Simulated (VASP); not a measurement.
# TiB (F-43m) in VASP: single point with r2SCAN

Aim: the single point of TiB with r2SCAN.

Everything below comes from runs of VASP 6.6.1. Logs are shortened: lines on timing, memory, paths and dates and some standing lists are left out, and cuts for length are marked.

### Step 1. The cell of the first run

Symmetry: F-43m, No. 216, cubic system. Conventional cell: a = 4.202 Å, b = 4.202 Å, c = 4.202 Å, α = 90.00°, β = 90.00°, γ = 90.00°. Within 2.4 Å of Ti (site symmetry -43m) lie 4 B at 1.82 Å. Within 2.4 Å of B (site symmetry -43m) lie 4 Ti at 1.82 Å.

### Step 2. Single point, r2SCAN

The input, POSCAR:

```
TiB
1.0
    0.0000000000      2.1010000000      2.1010000000
    2.1010000000      0.0000000000      2.1010000000
    2.1010000000      2.1010000000      0.0000000000
Ti B
1 1
Direct
    0.7500000000      0.7500000000      0.7500000000
    0.0000000000      0.0000000000      0.0000000000
```

The input, INCAR.step1:

```
PREC     = Accurate       # precision mode
ENCUT    = 520            # plane-wave cutoff, eV
ISMEAR   = 0              # smearing method
SIGMA    = 0.15           # smearing width, eV
LREAL    = False          # projectors in reciprocal space
LASPH    = True           # aspherical terms in the spheres
NELM     = 80             # most SCF steps
NBANDS   = 14             # bands
GGA      = PE             # functional
ALGO     = Normal         # electronic algorithm
EDIFF    = 1E-4           # SCF threshold, eV
LWAVE    = True           # write WAVECAR
LCHARG   = False          # write CHGCAR
```

The input, INCAR.step2:

```
PREC     = Accurate       # precision mode
ENCUT    = 520            # plane-wave cutoff, eV
EDIFF    = 1E-6           # SCF threshold, eV
ISMEAR   = 0              # smearing method
SIGMA    = 0.15           # smearing width, eV
LREAL    = False          # projectors in reciprocal space
LASPH    = True           # aspherical terms in the spheres
NELM     = 80             # most SCF steps
ALGO     = Normal         # electronic algorithm
ISIF     = 2              # what is computed and relaxed
LWAVE    = False          # write WAVECAR
LCHARG   = False          # write CHGCAR
METAGGA  = R2SCAN         # meta-GGA
LMIXTAU  = True         
NBANDS   = 14             # bands
ISTART   = 1
```

The input, KPOINTS:

```
regular mesh
0
Gamma
  20 20 20
```

Potentials or basis: VASP PAW PBE potentials, release 64 (Ti_sv, B).

Started as:

```sh
$ cat potpaw_PBE.64/Ti_sv/POTCAR potpaw_PBE.64/B/POTCAR > POTCAR
$ cp INCAR.step1 INCAR
$ mpirun -np 1 vasp_std > vasp.out
$ cp INCAR.step2 INCAR
$ mpirun -np 1 vasp_std > vasp.out
```

OUTCAR:

```text
PREC = Accurate
   ENCUT = 520
   EDIFF = 1E-6
   ISMEAR = 0
   LREAL = False
   LASPH = True
   NELM = 80
   ISIF = 2
   METAGGA = R2SCAN
   ISTART = 1

 ion  position               nearest neighbor table
   1  0.750  0.750  0.750-   2 1.82   2 1.82   2 1.82   2 1.82
   2  0.000  0.000  0.000-   1 1.82   1 1.82   1 1.82   1 1.82

  LATTYP: Found a face centered cubic cell.
 ALAT       =     4.2020000000

  Lattice vectors:

 A1 = (   0.0000000000,   2.1010000000,   2.1010000000)
 A2 = (   2.1010000000,   0.0000000000,   2.1010000000)
 A3 = (   2.1010000000,   2.1010000000,   0.0000000000)

Analysis of symmetry for initial positions (statically):
=====================================================================
 Subroutine PRICEL returns:
 Original cell was already a primitive cell.

 Routine SETGRP: Setting up the symmetry group for a
 face centered cubic supercell.

 Subroutine GETGRP returns: Found 24 space group operations
 (whereof 24 operations were pure point group operations)
 out of a pool of 48 trial point group operations.

The static configuration has the point symmetry T_d .

Analysis of symmetry for dynamics (positions and initial velocities):
=====================================================================
 Subroutine PRICEL returns:
 Original cell was already a primitive cell.

 Routine SETGRP: Setting up the symmetry group for a
 face centered cubic supercell.

 Subroutine GETGRP returns: Found 24 space group operations
 (whereof 24 operations were pure point group operations)
 out of a pool of 48 trial point group operations.

The dynamic configuration has the point symmetry T_d .

 Subroutine INISYM returns: Found 24 space group operations
 (whereof 24 operations are pure point group operations),
 and found     1 'primitive' translations

----------------------------------------------------------------------------------------

                                     Primitive cell

  volume of cell :      18.5485

  direct lattice vectors                    reciprocal lattice vectors
     0.000000000  2.101000000  2.101000000    -0.237981913  0.237981913  0.237981913
     2.101000000  0.000000000  2.101000000     0.237981913 -0.237981913  0.237981913
     2.101000000  2.101000000  0.000000000     0.237981913  0.237981913 -0.237981913

  length of vectors
     2.971262695  2.971262695  2.971262695     0.412196765  0.412196765  0.412196765

  position of ions in fractional coordinates (direct lattice)
     0.750000000  0.750000000  0.750000000
     0.000000000  0.000000000  0.000000000

  ion indices of the primitive-cell ions
   primitive index   ion index
                 1           1
                 2           2

----------------------------------------------------------------------------------------

 KPOINTS: regular mesh

Automatic generation of k-mesh.
 Grid dimensions read from file:
 generate k-points for:   20   20   20

 Generating k-lattice:

  Cartesian coordinates                     Fractional coordinates (reciprocal lattice)
    -0.011899096  0.011899096  0.011899096     0.050000000  0.000000000  0.000000000
     0.011899096 -0.011899096  0.011899096     0.000000000  0.050000000  0.000000000
     0.011899096  0.011899096 -0.011899096     0.000000000  0.000000000  0.050000000

  Length of vectors
     0.020609838  0.020609838  0.020609838

  Shift w.r.t. Gamma in fractional coordinates (k-lattice)
     0.000000000  0.000000000  0.000000000

 Subroutine IBZKPT returns following result:
 ===========================================

 Found    256 irreducible k-points:

 Following reciprocal coordinates:
            Coordinates               Weight
  0.000000  0.000000  0.000000      1.000000
  0.050000  0.000000  0.000000      8.000000
  0.100000  0.000000  0.000000      8.000000
  0.150000  0.000000  0.000000      8.000000
  0.200000  0.000000  0.000000      8.000000
  0.250000  0.000000  0.000000      8.000000
[... 16 lines left out ...]
 -0.400000  0.050000  0.000000     24.000000
 -0.350000  0.050000  0.000000     24.000000
 [... further k-points ...]
   k-points           NKPTS =    256   k-points in BZ     NKDIM =    256   number of bands    NBANDS=     14
   number of dos      NEDOS =    301   number of ions     NIONS =      2
   total plane-waves  NPLWV =  13824
   dimension x,y,z NGX =    24 NGY =   24 NGZ =   24
   dimension x,y,z NGXF=    48 NGYF=   48 NGZF=   48
   ions per type =               1   1
   NGX,Y,Z   is equivalent  to a cutoff of  13.43, 13.43, 13.43 a.u.
   NGXF,Y,Z  is equivalent  to a cutoff of  26.86, 26.86, 26.86 a.u.
 SYSTEM =  unknown system
   PREC   = accura    normal or accurate (medium, high low for compatibility)
   ISTART =      1    job   : 0-new  1-cont  2-samecut
   ICHARG =      0    charge: 1-file 2-atom 10-const
   ISPIN  =      1    spin polarized calculation?
   LNONCOLLINEAR =      F non collinear calculations
   LSORBIT =      F    spin-orbit coupling
   LASPH  =      T    aspherical Exc in radial PAW
   ENCUT  =  520.0 eV  38.22 Ry    6.18 a.u.   5.52  5.52  5.52*2*pi/ulx,y,z
   NELM   =     80;   NELMIN=  2; NELMDL=  0     # of ELM steps
   EDIFF  = 0.1E-05   stopping-criterion for ELM
   LREAL  =      F    real-space projection
   EDIFFG = 0.1E-04   stopping-criterion for IOM
   NSW    =      0    number of steps for IOM
   IBRION =     -1    ionic relax: 0-MD 1-quasi-New 2-CG
   NFREE  =      0    steps in history (QN), initial steepest desc. (CG)
   ISIF   =      2    stress and relaxation
   ISYM   =      2    0-nonsym 1-usesym 2-fastsym
   POTIM  = 0.5000    time-step for ionic-motion
   TEBEG  =    0.0;   TEEND  =   0.0 temperature during run
   PSTRESS=    0.0 pullay stress
   NELECT =      15.0000    total number of electrons
   NUPDOWN=      -1.0000    fix difference up-down
   EMIN   =  10.00;   EMAX   =-10.00  energy-range for DOS
   EFERMI =   0.00;   METHOD = LEGACY
   ISMEAR =     0;   SIGMA  =   0.15  broadening in eV -4-tet -1-fermi 0-gaus
   EFERMI_NEDOS =   21; number of points for ismear=-14 and -15
   IALGO  =     38    algorithm
   IMIX   =      4    mixing-type and parameters
     AMIX     =   0.40;   BMIX     =  1.00
     AMIX_MAG =   1.60;   BMIX_MAG =  1.00
  volume/ion in A,a.u.               =       9.27        62.59
  Fermi-wavevector in a.u.,A,eV,Ry     =   1.525232  2.882270 31.651671  2.326332
  Thomas-Fermi vector in A             =   2.633430
   LORBIT       =      0    0 simple, 1 ext, 2 COOP (PROOUT), +10 PAW based schemes
   METAGGA = R2SCAN    functional components
   LHFCALC =     F    Hartree Fock is set to
   AEXX    =    0.0000 exact exchange contribution
   IVDW    =     0    specifies the selected vdW correction
   LEPSILON=     F    determine dielectric tensor
   LRPA    =     F    only Hartree local field effects (RPA)
 non-spin polarized calculation
 Gauss-broadening in eV      SIGMA  =   0.15
  energy-cutoff  :      520.00
  volume of cell :       18.55
 maximum number of plane-waves:       531
 NGX is ok and might be reduce to    24
   NGX = 11   NGY = 11   NGZ = 11

 number of electron      14.9999998 magnetization

 Free energy of the ion-electron system (eV)
  ---------------------------------------------------
  ext. energy  EPLUGINS =         0.00000000
  ---------------------------------------------------
  free energy    TOTEN  =       -15.77119330 eV

  energy without entropy =      -15.76265398  energy(sigma->0) =      -15.76692364

 E-fermi :   9.3254     XC(G=0): -13.6710

 val. band max:        9.3247901464   @ k =   0.4500   0.2500   0.0000
 cond. band min:       9.3278343339   @ k =  -0.3000   0.3000   0.0500
 fundamental gap:      0.0030441875
 Fermi energy:         9.3254044571

 k-point     1 :       0.0000    0.0000    0.0000
  band No.  band energies     occupation
      1     -47.7381      2.00000
      2     -22.8061      2.00000
      3     -22.8061      2.00000
      4     -22.8061      2.00000
      5      -0.2154      2.00000
      6       7.2425      2.00000
      7       7.2425      2.00000
      8       7.2425      2.00000
      9      12.9567      0.00000
     10      12.9567      0.00000
     11      22.2496      0.00000
     12      22.7408      0.00000
     13      22.7408      0.00000
     14      22.7408      0.00000

 k-point     2 :       0.0500    0.0000    0.0000
  band No.  band energies     occupation
      1     -47.7350      2.00000
      2     -22.8276      2.00000
      3     -22.8092      2.00000
      4     -22.8092      2.00000
      5      -0.1418      2.00000
      6       7.2106      2.00000
      7       7.2763      2.00000
      8       7.2764      2.00000
      9      12.9236      0.00000
     10      12.9236      0.00000
     11      22.2950      0.00000
     12      22.6435      0.00000
     13      22.7616      0.00000
     14      22.7616      0.00000

 k-point     3 :       0.1000    0.0000    0.0000
  band No.  band energies     occupation
      1     -47.7263      2.00000
      2     -22.8894      2.00000
      3     -22.8181      2.00000
      4     -22.8181      2.00000
      5       0.0748      2.00000
      6       7.1210      2.00000
      7       7.3724      2.00000
      8       7.3724      2.00000
      9      12.8395      0.00000
     10      12.8395      0.00000
     11      22.0003      0.00000
     12      22.7946      0.00000
     13      22.7965      0.00000
     14      22.7965      0.00000
[... 324 lines left out ...]
 k-point    23 :      -0.4000    0.0500    0.0000
  band No.  band energies     occupation
      1     -47.6203      2.00000
      2     -23.5815      2.00000
      3     -22.9420      2.00000
      4     -22.9197      2.00000
      5       3.0439      2.00000
      6       6.6100      2.00000
      7       7.9956      2.00000
      8       8.0809      2.00000
      9      13.3525      0.00000
     10      13.7973      0.00000
     11      16.0833      0.00000
     12      20.1093      0.00000
     13      20.5830      0.00000
     14      22.4975      0.00000

 k-point    24 :      -0.3500    0.0500    0.0000
  band No.  band energies     occupation
      1     -47.6325      2.00000
      2     -23.5039      2.00000
      3     -22.9326      2.00000
      4     -22.9046      2.00000
      5       2.6713      2.00000
      6       6.5698      2.00000
      7       7.9832      2.00000
      8       8.0576      2.00000
      9      12.9789      0.00000
     10      13.5424      0.00000
     11      16.8845      0.00000
     12      20.5818      0.00000
     13      21.2126      0.00000
     14      22.8070      0.00000

 [... further k-points ...]
[... 5 lines left out ...]
  --------------------------------------------------------------------------------------
  -------------------------------------------------------------------------------------
  Total       14.1291185     14.1291185     14.1291185      0.0000000      0.0000000      0.0000000
  in kB     1220.4429870   1220.4429870   1220.4429870      0.0000000      0.0000000      0.0000000
  external PRESSURE =    1220.4429870 kB  Pullay stress =       0.0000000 kB

 VOLUME and BASIS-vectors are now :
 -----------------------------------------------------------------------------
  energy-cutoff  :      520.00
  volume of cell :       18.55
      direct lattice vectors                 reciprocal lattice vectors
     0.000000000  2.101000000  2.101000000    -0.237981913  0.237981913  0.237981913
     2.101000000  0.000000000  2.101000000     0.237981913 -0.237981913  0.237981913
     2.101000000  2.101000000  0.000000000     0.237981913  0.237981913 -0.237981913

 POSITION                                       TOTAL-FORCE (eV/Angst)
 -----------------------------------------------------------------------------------
      3.15150      3.15150      3.15150        -0.000000     -0.000000     -0.000000
      0.00000      0.00000      0.00000         0.000000      0.000000      0.000000
 -----------------------------------------------------------------------------------
    total drift:                                0.000001      0.000001      0.000001

  FREE ENERGIE OF THE ION-ELECTRON SYSTEM (eV)
  ---------------------------------------------------
  free  energy   TOTEN  =       -15.7711932972 eV

  energy  without entropy=      -15.7626539807  energy(sigma->0) =      -15.76692364
```

Run time: 13 min. Hardware: 1 thread of AMD EPYC 7R13, shared host; peak memory 0.17 GiB.

What came out:

| Property | Result |
| --- | --- |
| Free energy | -15.7712 eV |
| Pressure | 122.0 GPa |

Caveat: the PAW data sets were made with another functional, which shifts forces and pressure a little.
